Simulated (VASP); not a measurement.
# CuSn3 (P6/mmm) in VASP: a series of runs

The runs below take CuSn3 through single point, with PBE.

All numbers are computed with VASP 6.6.1; they aren't measurements. Logs are shortened: lines on timing, memory, paths and dates and some standing lists are left out, and cuts for length are marked.

### Step 1. The cell of the first run

The structure is hexagonal, space group P6/mmm (No. 191). Conventional cell: a = 5.212 Å, b = 5.212 Å, c = 4.971 Å, α = 90.00°, β = 90.00°, γ = 120.00°. Cu (site symmetry 6/mmm) has 8 Sn at 2.49 to 3.01 Å within 3.3 Å. Within 4.0 Å of Sn (site symmetry -6m2) lie 9 Sn at 3.01 to 3.90 Å and 3 Cu at 3.01 Å. Sn (site symmetry 6/mmm) has 2 Cu at 2.49 Å within 3.3 Å.

The cell was generated, and may not be a known phase.

### Step 2. Single point, PBE

File INCAR:

```
SYSTEM = CuSn3
PREC = Accurate ; ENCUT = 520
EDIFF = 1E-6 ; ISMEAR = 0
SIGMA = 0.1 ; LREAL = .FALSE.
LASPH = .TRUE. ; NELM = 80
ALGO = Normal ; ISIF = 2
LWAVE = .FALSE. ; LCHARG = .FALSE.
GGA = PE ; NBANDS = 34
```

File KPOINTS:

```
Automatic mesh
0
G
  6 6 4
  0 0 0
```

File POSCAR:

```
CuSn3
1.0
    5.2123108561      0.0000000000      0.0000000000
   -2.6061554281      4.5139936138      0.0000000000
    0.0000000000      0.0000000000      4.9707661884
Cu Sn
1 3
Direct
    0.0000000000      0.0000000000      0.5000000000
    0.3333333333      0.6666666667      0.5000000000
    0.6666666667      0.3333333333      0.5000000000
    0.0000000000      0.0000000000      0.0000000000
```

Potentials or basis: VASP PAW PBE potentials, release 64 (Cu, Sn_d).

Started as:

```
cat potpaw_PBE.64/Cu/POTCAR potpaw_PBE.64/Sn_d/POTCAR > POTCAR
mpirun -np 1 vasp_std > vasp.out
```

OUTCAR:

```text
SYSTEM = CuSn3
   PREC = Accurate
   ENCUT = 520
   EDIFF = 1E-6
   ISMEAR = 0
   LREAL = .FALSE.
   LASPH = .TRUE.
   NELM = 80
   ISIF = 2
   GGA = PE

 ion  position               nearest neighbor table
   1  0.000  0.000  0.500-   4 2.49   4 2.49   2 3.01   3 3.01   3 3.01   2 3.01   3 3.01   2 3.01

   2  0.333  0.667  0.500-   3 3.01   3 3.01   1 3.01   1 3.01   1 3.01   3 3.01
   3  0.667  0.333  0.500-   2 3.01   2 3.01   1 3.01   1 3.01   1 3.01   2 3.01
   4  0.000  0.000  0.000-   1 2.49   1 2.49

  LATTYP: Found a hexagonal cell.
 ALAT       =     5.2123108561
 C/A-ratio  =     0.9536588138

  Lattice vectors:

 A1 = (   5.2123108561,   0.0000000000,   0.0000000000)
 A2 = (  -2.6061554281,   4.5139936138,   0.0000000000)
 A3 = (   0.0000000000,   0.0000000000,   4.9707661884)

Analysis of symmetry for initial positions (statically):
=====================================================================
 Subroutine PRICEL returns:
 Original cell was already a primitive cell.

 Routine SETGRP: Setting up the symmetry group for a
 hexagonal supercell.

 Subroutine GETGRP returns: Found 24 space group operations
 (whereof 24 operations were pure point group operations)
 out of a pool of 24 trial point group operations.

The static configuration has the point symmetry D_6h.

Analysis of symmetry for dynamics (positions and initial velocities):
=====================================================================
 Subroutine PRICEL returns:
 Original cell was already a primitive cell.

 Routine SETGRP: Setting up the symmetry group for a
 hexagonal supercell.

 Subroutine GETGRP returns: Found 24 space group operations
 (whereof 24 operations were pure point group operations)
 out of a pool of 24 trial point group operations.

The dynamic configuration has the point symmetry D_6h.

 Subroutine INISYM returns: Found 24 space group operations
 (whereof 24 operations are pure point group operations),
 and found     1 'primitive' translations

----------------------------------------------------------------------------------------

                                     Primitive cell

  volume of cell :     116.9539

  direct lattice vectors                    reciprocal lattice vectors
     5.212310856  0.000000000  0.000000000     0.191853484  0.110766661  0.000000000
    -2.606155428  4.513993614  0.000000000     0.000000000  0.221533322  0.000000000
     0.000000000  0.000000000  4.970766188     0.000000000  0.000000000  0.201176230

  length of vectors
     5.212310856  5.212310856  4.970766188     0.221533322  0.221533322  0.201176230

  position of ions in fractional coordinates (direct lattice)
     0.000000000  0.000000000  0.500000000
     0.333333333  0.666666667  0.500000000
     0.666666667  0.333333333  0.500000000
     0.000000000  0.000000000  0.000000000

  ion indices of the primitive-cell ions
   primitive index   ion index
                 1           1
                 2           2
                 3           3
                 4           4

----------------------------------------------------------------------------------------

 KPOINTS: Automatic mesh

Automatic generation of k-mesh.
 Grid dimensions read from file:
 generate k-points for:    6    6    4

 Generating k-lattice:

  Cartesian coordinates                     Fractional coordinates (reciprocal lattice)
     0.031975581  0.018461110  0.000000000     0.166666667  0.000000000  0.000000000
     0.000000000  0.036922220  0.000000000     0.000000000  0.166666667  0.000000000
     0.000000000  0.000000000  0.050294057     0.000000000  0.000000000  0.250000000

  Length of vectors
     0.036922220  0.036922220  0.050294057

  Shift w.r.t. Gamma in fractional coordinates (k-lattice)
     0.000000000  0.000000000  0.000000000

 Subroutine IBZKPT returns following result:
 ===========================================

 Found     21 irreducible k-points:

 Following reciprocal coordinates:
            Coordinates               Weight
  0.000000  0.000000  0.000000      1.000000
  0.166667 -0.000000  0.000000      6.000000
  0.333333 -0.000000  0.000000      6.000000
  0.500000 -0.000000  0.000000      3.000000
  0.166667  0.166667  0.000000      6.000000
  0.333333  0.166667  0.000000     12.000000
[... 13 lines left out ...]
  0.333333  0.166667  0.500000     12.000000
  0.333333  0.333333  0.500000      2.000000
   k-points           NKPTS =     21   k-points in BZ     NKDIM =     21   number of bands    NBANDS=     34
   number of dos      NEDOS =    301   number of ions     NIONS =      4
   total plane-waves  NPLWV =  64000
   dimension x,y,z NGX =    40 NGY =   40 NGZ =   40
   dimension x,y,z NGXF=    80 NGYF=   80 NGZF=   80
   ions per type =               1   3
   NGX,Y,Z   is equivalent  to a cutoff of  12.76, 12.76, 13.38 a.u.
   NGXF,Y,Z  is equivalent  to a cutoff of  25.52, 25.52, 26.76 a.u.
 SYSTEM =  CuSn3
   PREC   = accura    normal or accurate (medium, high low for compatibility)
   ISTART =      0    job   : 0-new  1-cont  2-samecut
   ICHARG =      2    charge: 1-file 2-atom 10-const
   ISPIN  =      1    spin polarized calculation?
   LNONCOLLINEAR =      F non collinear calculations
   LSORBIT =      F    spin-orbit coupling
   LASPH  =      T    aspherical Exc in radial PAW
   ENCUT  =  520.0 eV  38.22 Ry    6.18 a.u.   9.69  9.69  9.24*2*pi/ulx,y,z
   NELM   =     80;   NELMIN=  2; NELMDL= -5     # of ELM steps
   EDIFF  = 0.1E-05   stopping-criterion for ELM
   LREAL  =      F    real-space projection
   EDIFFG = 0.1E-04   stopping-criterion for IOM
   NSW    =      0    number of steps for IOM
   IBRION =     -1    ionic relax: 0-MD 1-quasi-New 2-CG
   NFREE  =      0    steps in history (QN), initial steepest desc. (CG)
   ISIF   =      2    stress and relaxation
   ISYM   =      2    0-nonsym 1-usesym 2-fastsym
   POTIM  = 0.5000    time-step for ionic-motion
   TEBEG  =    0.0;   TEEND  =   0.0 temperature during run
   PSTRESS=    0.0 pullay stress
   NELECT =      53.0000    total number of electrons
   NUPDOWN=      -1.0000    fix difference up-down
   EMIN   =  10.00;   EMAX   =-10.00  energy-range for DOS
   EFERMI =   0.00;   METHOD = LEGACY
   ISMEAR =     0;   SIGMA  =   0.10  broadening in eV -4-tet -1-fermi 0-gaus
   EFERMI_NEDOS =   21; number of points for ismear=-14 and -15
   IALGO  =     38    algorithm
   IMIX   =      4    mixing-type and parameters
     AMIX     =   0.40;   BMIX     =  1.00
     AMIX_MAG =   1.60;   BMIX_MAG =  1.00
  volume/ion in A,a.u.               =      29.24       197.31
  Fermi-wavevector in a.u.,A,eV,Ry     =   1.257463  2.376261 21.513716  1.581214
  Thomas-Fermi vector in A             =   2.391121
   LORBIT       =      0    0 simple, 1 ext, 2 COOP (PROOUT), +10 PAW based schemes
   GGA     = PE    functional components
   LHFCALC =     F    Hartree Fock is set to
   AEXX    =    0.0000 exact exchange contribution
   IVDW    =     0    specifies the selected vdW correction
   LEPSILON=     F    determine dielectric tensor
   LRPA    =     F    only Hartree local field effects (RPA)
 non-spin polarized calculation
 Gauss-broadening in eV      SIGMA  =   0.10
  energy-cutoff  :      520.00
  volume of cell :      116.95
 maximum number of plane-waves:      3199
 NGX is ok and might be reduce to    40
   NGX = 19   NGY = 19   NGZ = 19

 number of electron      52.9999988 magnetization

 Free energy of the ion-electron system (eV)
  ---------------------------------------------------
  ext. energy  EPLUGINS =         0.00000000
  ---------------------------------------------------
  free energy    TOTEN  =       -13.88148153 eV

  energy without entropy =      -13.87291653  energy(sigma->0) =      -13.87719903

 E-fermi :   5.6422     XC(G=0):  -9.4259

 val. band max:        5.6139435437   @ k =   0.1667  -0.0000   0.5000
 cond. band min:       5.6766006848   @ k =   0.1667  -0.0000   0.2500
 fundamental gap:      0.0626571410
 Fermi energy:         5.6421679862

 k-point     1 :       0.0000    0.0000    0.0000
  band No.  band energies     occupation
      1     -16.0157      2.00000
      2     -16.0157      2.00000
      3     -15.9685      2.00000
      4     -15.9351      2.00000
      5     -15.9063      2.00000
      6     -15.9063      2.00000
[... 26 lines left out ...]
     33       9.3946      0.00000
     34      11.7636      0.00000

 k-point     2 :       0.1667   -0.0000    0.0000
  band No.  band energies     occupation
      1     -16.0159      2.00000
      2     -16.0155      2.00000
      3     -15.9646      2.00000
      4     -15.9392      2.00000
      5     -15.9141      2.00000
      6     -15.9110      2.00000
[... 26 lines left out ...]
     33       9.2890      0.00000
     34      12.1018      0.00000

 k-point     3 :       0.3333   -0.0000    0.0000
  band No.  band energies     occupation
      1     -16.0163      2.00000
      2     -16.0151      2.00000
      3     -15.9616      2.00000
      4     -15.9497      2.00000
      5     -15.9387      2.00000
      6     -15.9262      2.00000
[... 26 lines left out ...]
     33      10.4001      0.00000
     34      11.5128      0.00000

 k-point     4 :       0.5000   -0.0000    0.0000
  band No.  band energies     occupation
      1     -16.0166      2.00000
      2     -16.0149      2.00000
      3     -15.9708      2.00000
      4     -15.9515      2.00000
      5     -15.9437      2.00000
      6     -15.9341      2.00000
[... 26 lines left out ...]
     33      10.6636      0.00000
     34      11.4187      0.00000

 k-point     5 :       0.1667    0.1667    0.0000
  band No.  band energies     occupation
      1     -16.0160      2.00000
      2     -16.0154      2.00000
      3     -15.9614      2.00000
      4     -15.9510      2.00000
      5     -15.9258      2.00000
      6     -15.9246      2.00000
[... 510 lines left out ...]
 k-point    19 :       0.1667    0.1667    0.5000
  band No.  band energies     occupation
      1     -16.0169      2.00000
      2     -16.0166      2.00000
      3     -15.9622      2.00000
      4     -15.9321      2.00000
      5     -15.9293      2.00000
      6     -15.9251      2.00000
[... 26 lines left out ...]
     33      11.7028      0.00000
     34      12.6571      0.00000

 k-point    20 :       0.3333    0.1667    0.5000
  band No.  band energies     occupation
      1     -16.0156      2.00000
      2     -16.0155      2.00000
      3     -15.9778      2.00000
      4     -15.9434      2.00000
      5     -15.9344      2.00000
      6     -15.9253      2.00000
[... 26 lines left out ...]
     33      12.4164      0.00000
     34      12.4244      0.00000

 k-point    21 :       0.3333    0.3333    0.5000
  band No.  band energies     occupation
      1     -16.0153      2.00000
      2     -16.0153      2.00000
      3     -15.9881      2.00000
      4     -15.9379      2.00000
      5     -15.9379      2.00000
      6     -15.9256      2.00000
[... 26 lines left out ...]
     33      12.9198      0.00000
     34      13.3795      0.00000

------------------------ aborting loop because EDIFF is reached ----------------------------------------

  FORCE on cell =-STRESS in cart. coord.  units (eV):
  Direction    XX          YY          ZZ          XY          YZ          ZX
  --------------------------------------------------------------------------------------
  -------------------------------------------------------------------------------------
  Total       -0.1240894     -0.1240894      0.1004836      0.0000000      0.0000000      0.0000000
  in kB       -1.6999280     -1.6999280      1.3765475      0.0000000      0.0000000      0.0000000
  external PRESSURE =      -0.6744362 kB  Pullay stress =       0.0000000 kB

 VOLUME and BASIS-vectors are now :
 -----------------------------------------------------------------------------
  energy-cutoff  :      520.00
  volume of cell :      116.95
      direct lattice vectors                 reciprocal lattice vectors
     5.212310856  0.000000000  0.000000000     0.191853484  0.110766661  0.000000000
    -2.606155428  4.513993614  0.000000000     0.000000000  0.221533322  0.000000000
     0.000000000  0.000000000  4.970766188     0.000000000  0.000000000  0.201176230

 POSITION                                       TOTAL-FORCE (eV/Angst)
 -----------------------------------------------------------------------------------
      0.00000      0.00000      2.48538        -0.000000      0.000000      0.000000
     -0.00000      3.00933      2.48538         0.000000      0.000000     -0.000000
      2.60616      1.50466      2.48538        -0.000000      0.000000      0.000000
      0.00000      0.00000      0.00000        -0.000000      0.000000      0.000000
 -----------------------------------------------------------------------------------
    total drift:                               -0.000000      0.000000      0.000000

  FREE ENERGIE OF THE ION-ELECTRON SYSTEM (eV)
  ---------------------------------------------------
  free  energy   TOTEN  =       -13.8814815261 eV

  energy  without entropy=      -13.8729165320  energy(sigma->0) =      -13.87719903
```

Wall time 2.9 min (1 thread of Intel Xeon 8259CL, shared host); peak memory 0.28 GiB.

What came out:

| Quantity | Value |
| --- | --- |
| Free energy | -13.8815 eV |
| Pressure | -0.1 GPa |
| Band gap on the k mesh | zero (an odd number of electrons rules out a gap without spin polarisation) |

Levels at points of the mesh, in eV from the Fermi level:
| k point | band 24 | band 25 | band 26 | band 27 | band 28 | band 29 |
| --- | --- | --- | --- | --- | --- | --- |
| (0.00, 0.00, 0.00) | -2.38 | -1.18 | -1.18 | -0.76 | -0.76 | 1.12 |
| (0.50, 0.00, 0.00) | -2.48 | -1.36 | -0.20 | 0.19 | 0.26 | 1.81 |
| (0.00, 0.00, 0.50) | -0.84 | -0.63 | -0.59 | -0.59 | 0.23 | 0.23 |
| (0.50, 0.00, 0.50) | -2.85 | -2.23 | -1.98 | 0.14 | 0.53 | 3.47 |

Caveat: spin-orbit coupling is left out, which moves the levels of the heavy elements.

(Continued in part 2 of 2.)

The gap in the log of VASP goes by the Fermi energy; the results here count the filled bands.